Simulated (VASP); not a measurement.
The system is ZnO (base).

```
CELL_PARAMETERS angstrom
3.24931 0.00000 0.00000
-1.62465 2.81398 0.00000
0.00000 0.00000 5.20571
ATOMIC_POSITIONS crystal
Zn 0.33333 0.66667 0.50000
Zn 0.66667 0.33333 0.00000
O 0.66667 0.33333 0.37901
O 0.33333 0.66667 0.87901
```

| Property | Result |
| --- | --- |
| Program | VASP 6.6.1 |
| Task | relaxation of cell and atoms |
| Functional | PBE |
| Potentials or basis | VASP PAW PBE potentials, release 64 (Zn, O) |
| Cutoff | 600 eV |
| k mesh | 9 × 9 × 6 |
| Occupations | gaussian, width 0.02 eV |
| Spin | no spin polarisation |

At the start: pressure 5.8 GPa; volume 11.90 Å³/atom.

Question: Where does the relaxation end?

Answer: Over 23 steps the energy falls by 8.9 meV/atom and the volume is 12.40 Å³/atom (+4.2 %); space group P6_3mc (No. 186, to 0.05 Å).

Step by step:
```
step  energy change (eV)  largest force (eV/Å)  pressure (GPa)  volume (Å³)
   1              0.0000                0.0740            5.83        47.60
   2             -0.0270                0.0268           -2.61        50.64
   3             -0.0357                0.0012           -0.01        49.59
   4             -0.0357                0.0023           -0.06        49.63
   5             -0.0357                0.0109           -0.01        49.62
   6             -0.0357                0.0152           -0.10        49.62
   7             -0.0358                0.0117           -0.01        49.57
   8             -0.0358                0.0100            0.08        49.54
   9             -0.0358                0.0103            0.14        49.54
  10             -0.0358                0.0109            0.11        49.56
  11             -0.0358                0.0126            0.00        49.56
  12             -0.0358                0.0103            0.13        49.56
  13             -0.0358                0.0120            0.06        49.56
  14             -0.0358                0.0027            0.06        49.57
  15             -0.0358                0.0000           -0.01        49.58
  16             -0.0358                0.0007            0.01        49.57
  17             -0.0358                0.0011            0.03        49.57
  18             -0.0358                0.0015            0.04        49.57
  19             -0.0358                0.0001            0.04        49.59
  20             -0.0358                0.0015           -0.05        49.63
  21             -0.0358                0.0000           -0.06        49.60
  22             -0.0358                0.0008            0.05        49.59
  23             -0.0358                0.0003            0.00        49.61
```

Final structure:
```cif
data_structure
_symmetry_space_group_name_H-M 'P 1'
_symmetry_Int_Tables_number 1
_cell_length_a 3.2859
_cell_length_b 3.2859
_cell_length_c 5.3057
_cell_angle_alpha 90.000
_cell_angle_beta 90.000
_cell_angle_gamma 120.000
_cell_volume 49.61
loop_
_atom_site_label
_atom_site_type_symbol
_atom_site_fract_x
_atom_site_fract_y
_atom_site_fract_z
_atom_site_occupancy
Zn1 Zn 0.33333 0.66667 0.50003 1
Zn2 Zn 0.66667 0.33333 0.00003 1
O1 O 0.66667 0.33333 0.37898 1
O2 O 0.33333 0.66667 0.87898 1
```
